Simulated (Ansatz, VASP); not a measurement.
Two plane-wave programs on SnSe

```xyz
4
Lattice="5.1099 0.0000 0.0000 -2.5550 4.4253 0.0000 0.0000 0.0000 6.1646" Properties=species:S:1:pos:R:3 pbc="T T T"
Sn    0.0000    2.9502   -0.2749
Sn    2.5550    1.4751    2.8074
Se    0.0000    2.9502    2.5928
Se    2.5550    1.4751    5.6751
```

Alike in both runs: functional PBE; k mesh 11 × 11 × 6; occupations fermi-dirac, width 0.08 eV; no spin polarisation.

Ansatz relaxed the structure, and its values are those at the end. VASP's run is a single point on that final structure, the one shown.

```csv
,VASP,Ansatz
version,VASP 6.6.1,Ansatz 0.2.0
potentials or method,"VASP PAW PBE potentials, release 64 (Sn_d, Se)","PAW with Ansatz's default frozen-core files, scalar-relativistic"
plane-wave cutoff (eV),520,420
valence electrons in the cell,40,60
```

```csv
,VASP,Ansatz,Ansatz less VASP
pressure (GPa),0.0,0.0,0.00
rms of the force components (eV/Å),0.003,0.000,-0.0033
```

VASP's potentials hold 40 valence electrons a cell and Ansatz's 60, so a difference there can come from the potentials and not from the codes.
